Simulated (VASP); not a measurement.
Pt:

```
CELL_PARAMETERS angstrom
5.04262 0.00000 0.00000
0.00000 5.04262 0.00000
0.00000 0.00000 5.04262
ATOMIC_POSITIONS crystal
Pt 0.50000 0.50000 0.50000
Pt 0.00000 0.00000 0.00000
Pt 0.25000 0.00000 0.50000
Pt 0.50000 0.25000 0.00000
Pt 0.50000 0.75000 0.00000
Pt 0.75000 0.00000 0.50000
Pt 0.00000 0.50000 0.75000
Pt 0.00000 0.50000 0.25000
```

| Quantity | Value |
| --- | --- |
| Program | VASP 6.6.1 |
| Task | relaxation of cell and atoms |
| Functional | PBEsol |
| Potentials or basis | VASP PAW PBE potentials, release 64 (Pt) |
| Cutoff | 600 eV |
| k mesh | 4 × 4 × 4 |
| Occupations | gaussian, width 0.1 eV |
| Spin | no spin polarisation |

At the start: pressure -7.1 GPa; volume 16.03 Å³/atom.

Problem. Where does the relaxation end?

Solution. Over 3 steps the energy falls by 10.4 meV/atom and the volume is 15.58 Å³/atom (-2.8 %); space group Pm-3n (No. 223, to 0.1 Å) before and after.

The path:
| step | energy change (eV) | largest force (eV/Å) | pressure (GPa) | volume (Å³) |
| --- | --- | --- | --- | --- |
| 1 | 0.0000 | 0.0000 | -7.07 | 128.22 |
| 2 | 0.5464 | 0.0000 | 24.21 | 115.54 |
| 3 | -0.0835 | 0.0000 | -0.22 | 124.66 |

Final structure:
```cif
data_structure
_symmetry_space_group_name_H-M 'P 1'
_symmetry_Int_Tables_number 1
_cell_length_a 4.9955
_cell_length_b 4.9955
_cell_length_c 4.9955
_cell_angle_alpha 90.000
_cell_angle_beta 90.000
_cell_angle_gamma 90.000
_cell_volume 124.66
loop_
_atom_site_label
_atom_site_type_symbol
_atom_site_fract_x
_atom_site_fract_y
_atom_site_fract_z
_atom_site_occupancy
Pt1 Pt 0.50000 0.50000 0.50000 1
Pt2 Pt 0.00000 0.00000 0.00000 1
Pt3 Pt 0.25000 0.00000 0.50000 1
Pt4 Pt 0.50000 0.25000 0.00000 1
Pt5 Pt 0.50000 0.75000 0.00000 1
Pt6 Pt 0.75000 0.00000 0.50000 1
Pt7 Pt 0.00000 0.50000 0.75000 1
Pt8 Pt 0.00000 0.50000 0.25000 1
```

Caveat: the PAW data sets were made with another functional, which shifts forces and pressure a little.
